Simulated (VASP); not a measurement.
Wanted: the native input for a VASP 6.6.1 run.

| Property | Result |
| --- | --- |
| Task | single point |
| Functional | PBE |
| Potentials or basis | VASP PAW PBE potentials, release 64 (Mg, I) |
| Cutoff | 520 eV |
| k mesh | 6 × 6 × 1 |
| Occupations | gaussian, width 0.1 eV |
| Spin | no spin polarisation |
| Dipole correction | yes |
| Further INCAR settings | ALGO = Normal; EDIFF = 1e-06; NBANDS = 15 |

The structure of MgI2 lies in POSCAR:

```
MgI2
1.0
    4.1537000000      0.0000000000      0.0000000000
   -2.0768500000      3.5972100000      0.0000000000
    0.0000000000      0.0000000000     18.0000000000
Mg I
1 2
Direct
    0.0000000000      0.0000000000      0.5000000000
    0.3333333300      0.6666666700      0.4076031700
    0.6666666700      0.3333333300      0.5923968300
```

The cell was generated, and may not be a known phase.

These files were run (other wordings do the same):

INCAR

```
SYSTEM = MgI2
PREC = Accurate ; ENCUT = 520
EDIFF = 1E-6 ; ISMEAR = 0
SIGMA = 0.1 ; LREAL = .False.
LASPH = .True. ; NELM = 60
ALGO = Normal ; ISIF = 2
LWAVE = .False. ; LCHARG = .True.
LDIPOL = .True. ; IDIPOL = 3
DIPOL = 0.5 0.5 0.500 ; GGA = PE
LELF = .True. ; LVHAR = .True.
LVACPOTAV = .True. ; NBANDS = 15
```

KPOINTS

```
regular mesh
0
Gamma
  6 6 1
  0 0 0
```

Potentials or basis: VASP PAW PBE potentials, release 64 (Mg, I).

The run is started by

```bash
$ cat potpaw_PBE.64/Mg/POTCAR potpaw_PBE.64/I/POTCAR > POTCAR
$ mpirun -np 1 vasp_std > vasp.out
```

Results of the run:

```json
{
 "Largest force": "0.131 eV/Å",
 "Band gap on the k mesh": "3.66 eV (least direct gap 4.09 eV)"
}
```

Caveat: spin-orbit coupling is left out, which moves the levels of the heavy elements.

It took 43 s on 1 thread of Intel(R) Xeon(R) Platinum 8488C (Sapphire Rapids) (shared host), peak memory 0.37 GiB.
